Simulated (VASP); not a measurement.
# W (Im-3m) in VASP: a series of runs

The runs below take W through relaxation of cell and atoms, single point, with BLYP+D4, PBE, PBE+D4.

Program: VASP 6.6.1. These are calculated values, not measurements. Logs are shortened: lines on timing, memory, paths and dates and some standing lists are left out, and cuts for length are marked.

### 1 The cell of the first run

Symmetry: Im-3m, No. 229, cubic system. Conventional cell: a = 3.165 Å, b = 3.165 Å, c = 3.165 Å, α = 90.00°, β = 90.00°, γ = 90.00°. W (site symmetry m-3m) has 14 W at 2.74 to 3.16 Å within 3.6 Å.

### 2 Relaxation of cell and atoms, BLYP+D4

The input, INCAR:

```
AGGAC    = 1.0          
AGGAX    = 1.0          
ALDAC    = 0.0          
ALDAX    = 1.0          
ALGO     = Normal         # electronic algorithm
EDIFF    = 1E-7           # SCF threshold, eV
EDIFFG   = -0.01          # ionic threshold
ENCUT    = 600            # plane-wave cutoff, eV
GGA      = B5             # functional
IBRION   = 2              # ionic algorithm
ISIF     = 3              # what is computed and relaxed
ISMEAR   = -1             # smearing method
IVDW     = 13             # dispersion correction
LASPH    = True           # aspherical terms in the spheres
LCHARG   = False          # write CHGCAR
LREAL    = False          # projectors in reciprocal space
LWAVE    = False          # write WAVECAR
NELM     = 60             # most SCF steps
NSW      = 80             # ionic steps
PREC     = Accurate       # precision mode
SIGMA    = 0.05           # smearing width, eV
VDW_A1   = 0.44488865   
VDW_A2   = 4.0933009    
VDW_S6   = 1.0          
VDW_S8   = 2.34076671
```

The input, KPOINTS:

```
k-points
0
Gamma
  12 12 12
```

The input, POSCAR:

```
W
1.0
   -1.5823450000      1.5823450000      1.5823450000
    1.5823450000     -1.5823450000      1.5823450000
    1.5823450000      1.5823450000     -1.5823450000
W
1
Direct
    0.0000000000      0.0000000000      0.0000000000
```

Potentials or basis: VASP PAW PBE potentials, release 64 (W_sv).

On the command line:

```
cat potpaw_PBE.64/W_sv/POTCAR > POTCAR
mpirun -np 1 vasp_std > vasp.out
```

OUTCAR:

```text
EDIFF = 1E-7
   EDIFFG = -0.01
   ENCUT = 600
   GGA = B5
   IBRION = 2
   ISIF = 3
   ISMEAR = -1
   IVDW = 13
   LASPH = True
   LREAL = False
   NELM = 60
   NSW = 80
   PREC = Accurate

 ion  position               nearest neighbor table
   1  0.000  0.000  0.000-

  LATTYP: Found a body centered cubic cell.
 ALAT       =     3.1646900000

  Lattice vectors:

 A1 = (  -1.5823450000,   1.5823450000,   1.5823450000)
 A2 = (   1.5823450000,  -1.5823450000,   1.5823450000)
 A3 = (   1.5823450000,   1.5823450000,  -1.5823450000)

Analysis of symmetry for initial positions (statically):
=====================================================================
 Subroutine PRICEL returns:
 Original cell was already a primitive cell.

 Routine SETGRP: Setting up the symmetry group for a
 body centered cubic supercell.

 Subroutine GETGRP returns: Found 48 space group operations
 (whereof 48 operations were pure point group operations)
 out of a pool of 48 trial point group operations.

The static configuration has the point symmetry O_h .

Analysis of symmetry for dynamics (positions and initial velocities):
=====================================================================
 Subroutine PRICEL returns:
 Original cell was already a primitive cell.

 Routine SETGRP: Setting up the symmetry group for a
 body centered cubic supercell.

 Subroutine GETGRP returns: Found 48 space group operations
 (whereof 48 operations were pure point group operations)
 out of a pool of 48 trial point group operations.

The dynamic configuration has the point symmetry O_h .

 Subroutine INISYM returns: Found 48 space group operations
 (whereof 48 operations are pure point group operations),
 and found     1 'primitive' translations

----------------------------------------------------------------------------------------

                                     Primitive cell

  volume of cell :      15.8476

  direct lattice vectors                    reciprocal lattice vectors
    -1.582345000  1.582345000  1.582345000     0.000000000  0.315986716  0.315986716
     1.582345000 -1.582345000  1.582345000     0.315986716  0.000000000  0.315986716
     1.582345000  1.582345000 -1.582345000     0.315986716  0.315986716  0.000000000

  length of vectors
     2.740701935  2.740701935  2.740701935     0.446872699  0.446872699  0.446872699

  position of ions in fractional coordinates (direct lattice)
     0.000000000  0.000000000  0.000000000

  ion indices of the primitive-cell ions
   primitive index   ion index
                 1           1

----------------------------------------------------------------------------------------

 KPOINTS: k-points

Automatic generation of k-mesh.
 Grid dimensions read from file:
 generate k-points for:   12   12   12

 Generating k-lattice:

  Cartesian coordinates                     Fractional coordinates (reciprocal lattice)
     0.000000000  0.026332226  0.026332226     0.083333333  0.000000000  0.000000000
     0.026332226  0.000000000  0.026332226     0.000000000  0.083333333  0.000000000
     0.026332226  0.026332226  0.000000000     0.000000000  0.000000000  0.083333333

  Length of vectors
     0.037239392  0.037239392  0.037239392

  Shift w.r.t. Gamma in fractional coordinates (k-lattice)
     0.000000000  0.000000000  0.000000000

 Subroutine IBZKPT returns following result:
 ===========================================

 Found     72 irreducible k-points:

 Following reciprocal coordinates:
            Coordinates               Weight
  0.000000  0.000000  0.000000      1.000000
  0.083333  0.000000  0.000000     12.000000
  0.166667  0.000000  0.000000     12.000000
  0.250000  0.000000  0.000000     12.000000
  0.333333  0.000000  0.000000     12.000000
  0.416667  0.000000  0.000000     12.000000
[... 16 lines left out ...]
  0.333333  0.083333  0.083333     24.000000
  0.416667  0.083333  0.083333     12.000000
 [... further k-points ...]
   k-points           NKPTS =     72   k-points in BZ     NKDIM =     72   number of bands    NBANDS=     11
   number of dos      NEDOS =    301   number of ions     NIONS =      1
   total plane-waves  NPLWV =  13824
   dimension x,y,z NGX =    24 NGY =   24 NGZ =   24
   dimension x,y,z NGXF=    48 NGYF=   48 NGZF=   48
   ions per type =               1
   NGX,Y,Z   is equivalent  to a cutoff of  14.56, 14.56, 14.56 a.u.
   NGXF,Y,Z  is equivalent  to a cutoff of  29.12, 29.12, 29.12 a.u.
 SYSTEM =  unknown system
   PREC   = accura    normal or accurate (medium, high low for compatibility)
   ISTART =      0    job   : 0-new  1-cont  2-samecut
   ICHARG =      2    charge: 1-file 2-atom 10-const
   ISPIN  =      1    spin polarized calculation?
   LNONCOLLINEAR =      F non collinear calculations
   LSORBIT =      F    spin-orbit coupling
   LASPH  =      T    aspherical Exc in radial PAW
   ENCUT  =  600.0 eV  44.10 Ry    6.64 a.u.   5.47  5.47  5.47*2*pi/ulx,y,z
   NELM   =     60;   NELMIN=  2; NELMDL= -5     # of ELM steps
   EDIFF  = 0.1E-06   stopping-criterion for ELM
   LREAL  =      F    real-space projection
   EDIFFG = -.1E-01   stopping-criterion for IOM
   NSW    =     80    number of steps for IOM
   IBRION =      2    ionic relax: 0-MD 1-quasi-New 2-CG
   NFREE  =      1    steps in history (QN), initial steepest desc. (CG)
   ISIF   =      3    stress and relaxation
   ISYM   =      2    0-nonsym 1-usesym 2-fastsym
   POTIM  = 0.5000    time-step for ionic-motion
   TEBEG  =    0.0;   TEEND  =   0.0 temperature during run
   PSTRESS=    0.0 pullay stress
   NELECT =      14.0000    total number of electrons
   NUPDOWN=      -1.0000    fix difference up-down
   EMIN   =  10.00;   EMAX   =-10.00  energy-range for DOS
   EFERMI =   0.00;   METHOD = LEGACY
   ISMEAR =    -1;   SIGMA  =   0.05  broadening in eV -4-tet -1-fermi 0-gaus
   EFERMI_NEDOS =   21; number of points for ismear=-14 and -15
   IALGO  =     38    algorithm
   IMIX   =      4    mixing-type and parameters
     AMIX     =   0.40;   BMIX     =  1.00
     AMIX_MAG =   1.60;   BMIX_MAG =  1.00
  volume/ion in A,a.u.               =      15.85       106.94
  Fermi-wavevector in a.u.,A,eV,Ry     =   1.570832  2.968442 33.572544  2.467512
  Thomas-Fermi vector in A             =   2.672506
   LORBIT       =      0    0 simple, 1 ext, 2 COOP (PROOUT), +10 PAW based schemes
   GGA     = B5    functional components
   LHFCALC =     F    Hartree Fock is set to
   AEXX    =    0.0000 exact exchange contribution
   IVDW    =    13    specifies the selected vdW correction
   LEPSILON=     F    determine dielectric tensor
   LRPA    =     F    only Hartree local field effects (RPA)
 conjugate gradient relaxation of ions
 non-spin polarized calculation
  energy-cutoff  :      600.00
  volume of cell :       15.85
 maximum number of plane-waves:       543
 NGX is ok and might be reduce to    24
   NGX = 11   NGY = 11   NGZ = 11

--------------------------------------- Ionic step        1  -------------------------------------------

 number of electron      14.0000001 magnetization

 Free energy of the ion-electron system (eV)
  ---------------------------------------------------
  ext. energy  EPLUGINS =         0.00000000
  ---------------------------------------------------
  free energy    TOTEN  =       -11.23624910 eV

  energy without entropy =      -11.23193663  energy(sigma->0) =      -11.23409287

------------------------ aborting loop because EDIFF is reached ----------------------------------------

  DFT-D4 for vdW energy calculation

  Edisp (eV):   -1.35753

  FORCE on cell =-STRESS in cart. coord.  units (eV):
  Direction    XX          YY          ZZ          XY          YZ          ZX
  --------------------------------------------------------------------------------------
  -------------------------------------------------------------------------------------
  Total       0.37900     0.37900     0.37900    -0.00000     0.00000     0.00000
  in kB      38.31700    38.31700    38.31700    -0.00000     0.00000     0.00000
  external pressure =       38.32 kB  Pullay stress =        0.00 kB

 VOLUME and BASIS-vectors are now :
 -----------------------------------------------------------------------------
  energy-cutoff  :      600.00
  volume of cell :       15.85
      direct lattice vectors                 reciprocal lattice vectors
    -1.582345000  1.582345000  1.582345000     0.000000000  0.315986716  0.315986716
     1.582345000 -1.582345000  1.582345000     0.315986716  0.000000000  0.315986716
     1.582345000  1.582345000 -1.582345000     0.315986716  0.315986716  0.000000000
[... 40 lines left out ...]
 POSITION                                       TOTAL-FORCE (eV/Angst)
 -----------------------------------------------------------------------------------
      0.00000     -0.00000      0.00000         0.000000     -0.000000      0.000000
 -----------------------------------------------------------------------------------
    total drift:                               -0.000000      0.000000      0.000000

  FREE ENERGIE OF THE ION-ELECTRON SYSTEM (eV)
  ---------------------------------------------------
  free  energy   TOTEN  =       -12.5701272154 eV

  energy  without entropy=      -12.5651365269  energy(sigma->0) =      -12.56763187

--------------------------------------- Ionic step        3  -------------------------------------------

 number of electron      14.0000002 magnetization

 Free energy of the ion-electron system (eV)
  ---------------------------------------------------
  ext. energy  EPLUGINS =         0.00000000
  ---------------------------------------------------
  free energy    TOTEN  =       -11.25535561 eV

  energy without entropy =      -11.25090466  energy(sigma->0) =      -11.25313013

 E-fermi :  11.8121     XC(G=0): -12.9208

 val. band max:       11.7969074480   @ k =   0.1667   0.0000   0.0000
 cond. band min:      11.8220376585   @ k =   0.4167   0.0000   0.0000
 fundamental gap:      0.0251302104
 Fermi energy:        11.8120662017

 k-point     1 :       0.0000    0.0000    0.0000
  band No.  band energies     occupation
      1     -61.9278      2.00000
      2     -25.7750      2.00000
      3     -25.7750      2.00000
      4     -25.7750      2.00000
      5       2.4711      2.00000
      6      10.5443      2.00000
      7      10.5443      2.00000
      8      10.5443      2.00000
      9      14.0148      0.00000
     10      14.0148      0.00000
     11      26.5026      0.00000

 k-point     2 :       0.0833    0.0000    0.0000
  band No.  band energies     occupation
      1     -61.9191      2.00000
      2     -25.8661      2.00000
      3     -25.8036      2.00000
      4     -25.7754      2.00000
      5       2.8012      2.00000
      6      10.3513      2.00000
      7      10.4996      2.00000
      8      10.8635      2.00000
      9      13.7260      0.00000
     10      14.0184      0.00000
     11      26.7700      0.00000
[... 295 lines left out ...]
 k-point    24 :       0.4167    0.0833    0.0833
  band No.  band energies     occupation
      1     -61.7935      2.00000
      2     -26.9531      2.00000
      3     -26.2445      2.00000
      4     -25.8659      2.00000
      5       6.3584      2.00000
      6       8.2545      2.00000
      7      11.7428      1.59971
      8      14.1186      0.00000
      9      14.8599      0.00000
     10      19.1264      0.00000
     11      21.5995      0.00000

 [... further k-points ...]

------------------------ aborting loop because EDIFF is reached ----------------------------------------

  DFT-D4 for vdW energy calculation

  Edisp (eV):   -1.34075

  FORCE on cell =-STRESS in cart. coord.  units (eV):
  Direction    XX          YY          ZZ          XY          YZ          ZX
  --------------------------------------------------------------------------------------
  -------------------------------------------------------------------------------------
  Total      -0.00631    -0.00631    -0.00631     0.00000     0.00000    -0.00000
  in kB      -0.62952    -0.62952    -0.62952     0.00000     0.00000    -0.00000
  external pressure =       -0.63 kB  Pullay stress =        0.00 kB

 VOLUME and BASIS-vectors are now :
 -----------------------------------------------------------------------------
  energy-cutoff  :      600.00
  volume of cell :       16.05
      direct lattice vectors                 reciprocal lattice vectors
    -1.588974611  1.588974611  1.588974611     0.000000000  0.314668338  0.314668338
     1.588974611 -1.588974611  1.588974611     0.314668338  0.000000000  0.314668338
     1.588974611  1.588974611 -1.588974611     0.314668338  0.314668338  0.000000000

 POSITION                                       TOTAL-FORCE (eV/Angst)
 -----------------------------------------------------------------------------------
      0.00000     -0.00000      0.00000        -0.000000     -0.000000     -0.000000
 -----------------------------------------------------------------------------------
    total drift:                               -0.000000      0.000000      0.000000

  FREE ENERGIE OF THE ION-ELECTRON SYSTEM (eV)
  ---------------------------------------------------
  free  energy   TOTEN  =       -12.5961029094 eV

  energy  without entropy=      -12.5916519552  energy(sigma->0) =      -12.59387743

 reached required accuracy - stopping structural energy minimisation
```

It took 36 s on 1 thread of AMD EPYC 9R45 (Zen 5), shared host; peak memory 0.12 GiB.

Results:

```yaml
Free_energy: -12.5961 eV
Relaxed_volume: 16.05 Å³/atom
Relaxed_cell: a = 2.752 Å, b = 2.752 Å, c = 2.752 Å, α = 109.47°, β = 109.47°, γ = 109.47°
Space_group_after_relaxing_to_0.05_Å: Im-3m (No. 229)
Energy_gained_by_relaxing: 2.3 meV/atom
Ionic_steps: 3
Pressure_after_relaxing: -0.1 GPa
Band_gap_on_the_k_mesh: zero (band 7 reaches 16.81 eV, above the bottom of band 8 at 10.54 eV)
Dispersion_energy_per_atom: -1.341 eV
```

The path:
| step | energy change (eV) | largest force (eV/Å) | pressure (GPa) | volume (Å³) |
| --- | --- | --- | --- | --- |
| 1 | 0.0000 | 0.0000 | 3.83 | 15.85 |
| 2 | 0.0236 | 0.0000 | -11.64 | 16.73 |
| 3 | -0.0023 | 0.0000 | -0.06 | 16.05 |

Final structure:
```
W
1.0
    -1.58897    1.58897    1.58897
     1.58897   -1.58897    1.58897
     1.58897    1.58897   -1.58897
W
1
Direct
  0.00000 0.00000 0.00000
```

Caveat: the PAW data sets were made with another functional, which shifts forces and pressure a little; spin-orbit coupling is left out, which moves the levels of the heavy elements; pairwise dispersion overbinds metals, which lowers pressure and volume.

(Continued in part 2 of 2.)
